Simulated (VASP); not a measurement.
The system is Co.

```
CELL_PARAMETERS angstrom
2.48736 0.00000 0.00000
-1.24368 2.15412 0.00000
0.00000 0.00000 4.06329
ATOMIC_POSITIONS crystal
Co 0.66667 0.33333 0.25986
Co 0.33333 0.66667 0.74014
```

Base run:

```yaml
Program: VASP 6.6.1
Functional: PBEsol
Potentials_or_basis: VASP PAW PBE potentials, release 64 (Co)
Cutoff: 520 eV
k_mesh: 13 × 13 × 7
Occupations: fermi-dirac, width 0.1 eV
Spin: collinear spin, antiferromagnetic start
Starting_moments: "[3.0, -3.0] μB"
```

Its results: pressure -18.2 GPa; net moment 0.00 μB per cell; site moments Co +0.67, -0.67 μB; largest force 0.526 eV/Å.

Task: The run is repeated on the same cell with these changes: spin from collinear spin, antiferromagnetic start to collinear spin, ferromagnetic start; moments at the start from [3.0, -3.0] to [3.0, 3.0]. What comes out?

Result: Pressure -10.2 GPa; net moment 3.21 μB per cell; site moments Co +1.62 μB; largest force 0.460 eV/Å.

Caveats: the PAW data sets were made with another functional, which shifts forces and pressure a little.
